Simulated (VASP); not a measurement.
# Ca3B in VASP: single point with PBE

Aim: the single point of Ca3B with PBE.

Everything below comes from runs of VASP 6.6.1. Logs are shortened: lines on timing, memory, paths and dates and some standing lists are left out, and cuts for length are marked.

## 1. The cell of the first run

The typed cell holds 8 atoms: a = 3.693 Å, b = 8.825 Å, c = 10.255 Å, α = 134.22°, β = 90.01°, γ = 89.99°.

## 2. Single point, PBE

The input, INCAR:

```
PREC = Accurate ; ENCUT = 520
EDIFF = 1E-7 ; ISMEAR = 0
SIGMA = 0.1 ; LREAL = F
LASPH = T ; NELM = 100
ALGO = Fast ; ISIF = 2
LWAVE = F ; LCHARG = T
GGA = PE ; LELF = T
LVHAR = T ; NBANDS = 43
```

The input, KPOINTS:

```
Automatic mesh
0
Gamma
  6 3 3
```

The input, POSCAR:

```
Ca3B
1.0
    0.0043816442      0.0000825079      3.6933127481
    8.6803709764     -1.5887434128     -0.0088085023
   -5.7123177568      8.5161597235      0.0051603085
Ca B
6 2
Direct
    0.2499896427      0.7332383573      0.5710787638
    0.7500153590      0.2450809935      0.7484852580
    0.2500236933      0.2675014633      0.1007481058
    0.7500108844      0.2667585732      0.4289095878
    0.2499754313      0.7549681086      0.2515682567
    0.7499920045      0.7324850822      0.8992358592
    0.2499831430      0.4178199927      0.6896756757
    0.7500098418      0.5821474293      0.3102984930
```

Potentials or basis: VASP PAW PBE potentials, release 64 (Ca_sv, B).

The run is started by

```
$ cat potpaw_PBE.64/Ca_sv/POTCAR potpaw_PBE.64/B/POTCAR > POTCAR
$ mpirun -np 1 vasp_std > vasp.out
```

OUTCAR:

```text
PREC = Accurate
   ENCUT = 520
   EDIFF = 1E-7
   ISMEAR = 0
   LREAL = F
   LASPH = T
   NELM = 100
   ISIF = 2
   GGA = PE

 ion  position               nearest neighbor table
   1  0.250  0.733  0.571-
   2  0.750  0.245  0.748-
   3  0.250  0.268  0.101-
   4  0.750  0.267  0.429-
   5  0.250  0.755  0.252-
   6  0.750  0.732  0.899-
   7  0.250  0.418  0.690-
   8  0.750  0.582  0.310-

  LATTYP: Found a triclinic cell.
 ALAT       =     8.3927839856
 B/A-ratio  =     1.2218281043
 C/A-ratio  =     0.4400584305
 COS(alpha) =     0.0001390971
 COS(beta)  =     0.4400551205
 COS(gamma) =     0.4885399775

  Lattice vectors:

 A1 = (  -2.9636715754,  -6.9273338028,   3.6969609419)
 A2 = (   5.7123177568,  -8.5161597235,  -0.0051603085)
 A3 = (   0.0043816442,   0.0000825079,   3.6933127481)

Analysis of symmetry for initial positions (statically):
=====================================================================
 Subroutine PRICEL returns:
 Original cell was already a primitive cell.

 Routine SETGRP: Setting up the symmetry group for a
 triclinic supercell.

 Subroutine GETGRP returns: Found  1 space group operations
 (whereof  1 operations were pure point group operations)
 out of a pool of  2 trial point group operations.

The static configuration has the point symmetry C_1 .

Analysis of symmetry for dynamics (positions and initial velocities):
=====================================================================
 Subroutine PRICEL returns:
 Original cell was already a primitive cell.

 Routine SETGRP: Setting up the symmetry group for a
 triclinic supercell.

 Subroutine GETGRP returns: Found  1 space group operations
 (whereof  1 operations were pure point group operations)
 out of a pool of  2 trial point group operations.

The dynamic configuration has the point symmetry C_1 .

 Subroutine INISYM returns: Found  1 space group operations
 (whereof  1 operations are pure point group operations),
 and found     1 'primitive' translations

----------------------------------------------------------------------------------------

                                     Primitive cell

  volume of cell :     239.5043

  direct lattice vectors                    reciprocal lattice vectors
     0.004381644  0.000082508  3.693312748     0.000278977  0.000023063  0.270759300
     8.680370976 -1.588743413 -0.008808502     0.131324740  0.088087763 -0.000157768
    -5.712317757  8.516159723  0.005160309     0.024499457  0.133857148 -0.000032056

  length of vectors
     3.693315348  8.824569310 10.254539347     0.270759445  0.158131800  0.136080713

  position of ions in fractional coordinates (direct lattice)
     0.249989643  0.733238357  0.571078764
     0.750015359  0.245080993  0.748485258
     0.250023693  0.267501463  0.100748106
     0.750010884  0.266758573  0.428909588
     0.249975431  0.754968109  0.251568257
     0.749992005  0.732485082  0.899235859
     0.249983143  0.417819993  0.689675676
     0.750009842  0.582147429  0.310298493

  ion indices of the primitive-cell ions
   primitive index   ion index
                 1           1
                 2           2
                 3           3
                 4           4
                 5           5
                 6           6
                 7           7
                 8           8

----------------------------------------------------------------------------------------

 KPOINTS: Automatic mesh

Automatic generation of k-mesh.
 Grid dimensions read from file:
 generate k-points for:    6    3    3

 Generating k-lattice:

  Cartesian coordinates                     Fractional coordinates (reciprocal lattice)
     0.000046496  0.000003844  0.045126550     0.166666667  0.000000000  0.000000000
     0.043774913  0.029362588 -0.000052589    -0.000000000  0.333333333 -0.000000000
     0.008166486  0.044619049 -0.000010685     0.000000000  0.000000000  0.333333333

  Length of vectors
     0.045126574  0.052710600  0.045360238

  Shift w.r.t. Gamma in fractional coordinates (k-lattice)
     0.000000000  0.000000000  0.000000000

 Subroutine IBZKPT returns following result:
 ===========================================

 Found     28 irreducible k-points:

 Following reciprocal coordinates:
            Coordinates               Weight
  0.000000  0.000000  0.000000      1.000000
  0.166667  0.000000  0.000000      2.000000
  0.333333  0.000000 -0.000000      2.000000
  0.500000  0.000000 -0.000000      1.000000
  0.000000  0.333333 -0.000000      2.000000
  0.166667  0.333333 -0.000000      2.000000
[... 16 lines left out ...]
  0.000000 -0.333333  0.333333      2.000000
  0.166667 -0.333333  0.333333      2.000000
 [... further k-points ...]
   k-points           NKPTS =     28   k-points in BZ     NKDIM =     28   number of bands    NBANDS=     43
   number of dos      NEDOS =    301   number of ions     NIONS =      8
   total plane-waves  NPLWV = 156800
   dimension x,y,z NGX =    28 NGY =   70 NGZ =   80
   dimension x,y,z NGXF=    56 NGYF=  140 NGZF=  160
   ions per type =               6   2
   NGX,Y,Z   is equivalent  to a cutoff of  12.60, 13.19, 12.97 a.u.
   NGXF,Y,Z  is equivalent  to a cutoff of  25.21, 26.37, 25.94 a.u.
 SYSTEM =  unknown system
   PREC   = accura    normal or accurate (medium, high low for compatibility)
   ISTART =      0    job   : 0-new  1-cont  2-samecut
   ICHARG =      2    charge: 1-file 2-atom 10-const
   ISPIN  =      1    spin polarized calculation?
   LNONCOLLINEAR =      F non collinear calculations
   LSORBIT =      F    spin-orbit coupling
   LASPH  =      T    aspherical Exc in radial PAW
   ENCUT  =  520.0 eV  38.22 Ry    6.18 a.u.   6.87 16.41 19.07*2*pi/ulx,y,z
   NELM   =    100;   NELMIN=  2; NELMDL= -5     # of ELM steps
   EDIFF  = 0.1E-06   stopping-criterion for ELM
   LREAL  =      F    real-space projection
   EDIFFG = 0.1E-05   stopping-criterion for IOM
   NSW    =      0    number of steps for IOM
   IBRION =     -1    ionic relax: 0-MD 1-quasi-New 2-CG
   NFREE  =      0    steps in history (QN), initial steepest desc. (CG)
   ISIF   =      2    stress and relaxation
   ISYM   =      2    0-nonsym 1-usesym 2-fastsym
   POTIM  = 0.5000    time-step for ionic-motion
   TEBEG  =    0.0;   TEEND  =   0.0 temperature during run
   PSTRESS=    0.0 pullay stress
   NELECT =      66.0000    total number of electrons
   NUPDOWN=      -1.0000    fix difference up-down
   EMIN   =  10.00;   EMAX   =-10.00  energy-range for DOS
   EFERMI =   0.00;   METHOD = LEGACY
   ISMEAR =     0;   SIGMA  =   0.10  broadening in eV -4-tet -1-fermi 0-gaus
   EFERMI_NEDOS =   21; number of points for ismear=-14 and -15
   IALGO  =     68    algorithm
   IMIX   =      4    mixing-type and parameters
     AMIX     =   0.40;   BMIX     =  1.00
     AMIX_MAG =   1.60;   BMIX_MAG =  1.00
  volume/ion in A,a.u.               =      29.94       202.03
  Fermi-wavevector in a.u.,A,eV,Ry     =   1.065332  2.013186 15.441695  1.134933
  Thomas-Fermi vector in A             =   2.200880
   LORBIT       =      0    0 simple, 1 ext, 2 COOP (PROOUT), +10 PAW based schemes
   GGA     = PE    functional components
   LHFCALC =     F    Hartree Fock is set to
   AEXX    =    0.0000 exact exchange contribution
   IVDW    =     0    specifies the selected vdW correction
   LEPSILON=     F    determine dielectric tensor
   LRPA    =     F    only Hartree local field effects (RPA)
 non-spin polarized calculation
 RMM-DIIS sequential band-by-band and
 Gauss-broadening in eV      SIGMA  =   0.10
  energy-cutoff  :      520.00
  volume of cell :      239.50
 maximum number of plane-waves:      6477
   NGX = 13   NGY = 33   NGZ = 39

 number of electron      65.9999995 magnetization

 Free energy of the ion-electron system (eV)
  ---------------------------------------------------
  ext. energy  EPLUGINS =         0.00000000
  ---------------------------------------------------
  free energy    TOTEN  =       -22.82602824 eV

  energy without entropy =      -22.78614313  energy(sigma->0) =      -22.80608568

 E-fermi :   2.2903     XC(G=0):  -8.3090

 val. band max:        2.2655315616   @ k =  -0.0000   0.3333   0.3333
 cond. band min:       2.3341689192   @ k =   0.5000   0.0000  -0.0000
 fundamental gap:      0.0686373575
 Fermi energy:         2.2902673597

 k-point     1 :       0.0000    0.0000    0.0000
  band No.  band energies     occupation
      1     -38.8864      2.00000
      2     -38.8806      2.00000
      3     -38.8357      2.00000
      4     -38.8318      2.00000
      5     -38.8133      2.00000
      6     -38.8084      2.00000
[... 35 lines left out ...]
     42       4.3136      0.00000
     43       4.6047      0.00000

 k-point     2 :       0.1667    0.0000    0.0000
  band No.  band energies     occupation
      1     -38.8834      2.00000
      2     -38.8784      2.00000
      3     -38.8329      2.00000
      4     -38.8295      2.00000
      5     -38.8106      2.00000
      6     -38.8063      2.00000
[... 35 lines left out ...]
     42       4.3556      0.00000
     43       4.6400      0.00000

 k-point     3 :       0.3333    0.0000   -0.0000
  band No.  band energies     occupation
      1     -38.8771      2.00000
      2     -38.8742      2.00000
      3     -38.8270      2.00000
      4     -38.8251      2.00000
      5     -38.8048      2.00000
      6     -38.8023      2.00000
[... 35 lines left out ...]
     42       4.2149      0.00000
     43       4.4399      0.00000

 k-point     4 :       0.5000    0.0000   -0.0000
  band No.  band energies     occupation
      1     -38.8731      2.00000
      2     -38.8731      2.00000
      3     -38.8236      2.00000
      4     -38.8234      2.00000
      5     -38.8011      2.00000
      6     -38.8011      2.00000
[... 863 lines left out ...]
     42       4.4772      0.00000
     43       4.6576      0.00000

 k-point    23 :       0.0000   -0.3333    0.3333
  band No.  band energies     occupation
      1     -38.8860      2.00000
      2     -38.8807      2.00000
      3     -38.8372      2.00000
      4     -38.8309      2.00000
      5     -38.8135      2.00000
      6     -38.8079      2.00000
[... 35 lines left out ...]
     42       4.4747      0.00000
     43       4.7729      0.00000

 k-point    24 :       0.1667   -0.3333    0.3333
  band No.  band energies     occupation
      1     -38.8831      2.00000
      2     -38.8785      2.00000
      3     -38.8341      2.00000
      4     -38.8287      2.00000
      5     -38.8108      2.00000
      6     -38.8059      2.00000
[... 35 lines left out ...]
     42       4.4417      0.00000
     43       4.7796      0.00000

 [... further k-points ...]
[... 5 lines left out ...]
  --------------------------------------------------------------------------------------
  -------------------------------------------------------------------------------------
  Total        0.1798581      0.0190289     -0.0222545     -0.0822310      0.0024346     -0.0047718
  in kB        1.2031706      0.1272950     -0.1488726     -0.5500885      0.0162861     -0.0319215
  external PRESSURE =       0.3938643 kB  Pullay stress =       0.0000000 kB

 VOLUME and BASIS-vectors are now :
 -----------------------------------------------------------------------------
  energy-cutoff  :      520.00
  volume of cell :      239.50
      direct lattice vectors                 reciprocal lattice vectors
     0.004381644  0.000082508  3.693312748     0.000278977  0.000023063  0.270759300
     8.680370976 -1.588743413 -0.008808502     0.131324740  0.088087763 -0.000157768
    -5.712317757  8.516159723  0.005160309     0.024499457  0.133857148 -0.000032056

 POSITION                                       TOTAL-FORCE (eV/Angst)
 -----------------------------------------------------------------------------------
      3.10369      3.69849      0.91978         0.000093     -0.001646      0.000116
     -2.14491      5.98491      2.77174        -0.024281      0.007827     -0.000001
      1.74760      0.43302      0.92158        -0.013518     -0.003813      0.000035
     -0.13122      3.22891      2.76989        -0.000254      0.001746     -0.000156
      5.11746      0.94297      0.91789         0.024240     -0.008341      0.000040
      1.22481      6.49437      2.76814         0.013441      0.003873     -0.000175
     -0.31172      5.20960      0.92314         0.006468     -0.014227      0.000291
      3.28402      1.71773      2.76649        -0.006187      0.014582     -0.000150
 -----------------------------------------------------------------------------------
    total drift:                               -0.000002      0.000005     -0.000004

  FREE ENERGIE OF THE ION-ELECTRON SYSTEM (eV)
  ---------------------------------------------------
  free  energy   TOTEN  =       -22.8260282406 eV

  energy  without entropy=      -22.7861431266  energy(sigma->0) =      -22.80608568
```

Wall time 14 min (1 thread of Intel Xeon 6975P-C (Granite Rapids), shared host); peak memory 0.52 GiB.

Results:

| Property | Result |
| --- | --- |
| Free energy | -22.8260 eV |
| Pressure | 0.0 GPa |
| Largest force | 0.026 eV/Å |
| Band gap on the k mesh | zero (bands 33 and 34 overlap by 0.70 eV) |

Forces in eV/Å, atoms in the order of the input:
```
Ca   0.000 -0.002  0.000
Ca  -0.024  0.008  0.000
Ca  -0.014 -0.004  0.000
Ca   0.000  0.002  0.000
Ca   0.024 -0.008  0.000
Ca   0.013  0.004  0.000
B    0.006 -0.014  0.000
B   -0.006  0.015  0.000
```

The gap in the log of VASP goes by the Fermi energy; the results here count the filled bands.